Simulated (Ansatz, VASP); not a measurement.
# One calculation of InW4, two programs

```
CELL_PARAMETERS angstrom
4.79968 0.00000 0.00000
0.00000 4.79968 0.00000
0.00000 0.00000 4.79968
ATOMIC_POSITIONS crystal
In 0.00000 0.00000 0.00000
W 0.00000 0.50000 0.50000
W 0.50000 0.00000 0.50000
W 0.50000 0.50000 0.00000
W 0.50000 0.50000 0.50000
```

Alike in both runs: task single point; functional PBE; k mesh 8 × 8 × 8; occupations tetrahedron; no spin polarisation.

|  | VASP | Ansatz |
| --- | --- | --- |
| version | VASP 6.6.1 | Ansatz 0.2.0 |
| potentials or method | VASP PAW PBE potentials, release 64 (In_d, W_sv) | scalar-relativistic, plane waves, PAW |
| plane-wave cutoff (eV) | 500 | 420 |
| valence electrons in the cell | 69 | 69 |

|  | VASP | Ansatz | Ansatz less VASP |
| --- | --- | --- | --- |
| gap on the k mesh at the Fermi level (eV) | none | none | - |
| pressure (GPa) | 0.8 | 0.1 | -0.79 |

A gap of «none» marks a metal or a gap that the smearing closes. Ansatz's warnings: band table not solved further, tetrahedron derivatives may miss energy slope.

Neither program's run includes spin-orbit coupling.
